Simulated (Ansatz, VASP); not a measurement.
# Two plane-wave programs on Y2Ti

```
CELL_PARAMETERS angstrom
-3.66783 3.66783 3.17051
3.66783 -3.66783 3.17051
3.66783 3.66783 -3.17051
ATOMIC_POSITIONS crystal
Y 0.00000 0.30657 0.30657
Y 0.00000 0.69343 0.69343
Y 0.30657 0.00000 0.30657
Y 0.69343 0.00000 0.69343
Ti 0.34041 0.34041 0.00000
Ti 0.65959 0.65959 0.00000
```

Alike in both runs: functional PBE; k mesh 4 × 4 × 4; occupations gaussian, width 0.1 eV; no spin polarisation.

Ansatz relaxed the structure, and its values are those at the end. VASP's run is a single point on that final structure, the one shown.

|  | VASP | Ansatz |
| --- | --- | --- |
| version | VASP 6.6.1 | Ansatz 0.2.0 |
| potentials or method | VASP PAW PBE potentials, release 64 (Y_sv, Ti_sv), cutoff 520 eV | scalar-relativistic, plane waves, PAW |
| valence electrons in the cell | 68 | 68 |

VASP gave:

* gap on the k mesh at the Fermi level (eV): none
* pressure (GPa): 0.3
* rms of the force components (eV/Å): 0.119

Q: Which values does Ansatz return?

A: gap on the k mesh at the Fermi level (eV): none; pressure (GPa): 0.2; rms of the force components (eV/Å): 0.007.

A gap of «none» marks a metal or a gap that the smearing closes. One of these differences is far larger than is usual between the two programs; its cause wasn't traced.
